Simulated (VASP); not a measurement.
Input of a VASP 6.6.1 run:

INCAR

```
SYSTEM = HfB
ALGO = Normal
EDIFF = 1E-6
ENCUT = 520
GGA = CA
ISIF = 2
ISMEAR = 0
LASPH = .True.
LCHARG = .False.
LREAL = .False.
LWAVE = .False.
NBANDS = 14
NELM = 100
PREC = Accurate
SIGMA = 0.1
```

The input KPOINTS:

```
k-points
0
Gamma
  16 16 16
  0 0 0
```

POSCAR

```
HfB
1.0
    0.0000000000      2.3920050000      2.3920050000
    2.3920050000      0.0000000000      2.3920050000
    2.3920050000      2.3920050000      0.0000000000
Hf B
1 1
Direct
    0.5000000000      0.5000000000      0.5000000000
    0.0000000000      0.0000000000      0.0000000000
```

Potentials or basis: VASP PAW LDA potentials, release 64 (Hf_pv, B).

The run is started by

```sh
$ cat potpaw_LDA.64/Hf_pv/POTCAR potpaw_LDA.64/B/POTCAR > POTCAR
$ mpirun -np 1 vasp_std > vasp.out
```

Task: Predict the pressure.

Result: -3.2 GPa.

Task: What does it give for the band gap on the k mesh?

Result: Zero (an odd number of electrons rules out a gap without spin polarisation).

Caveat: the cell differs from its parent crystal (strained); the cell stands under tension; spin-orbit coupling is left out, which moves the levels of the heavy elements.
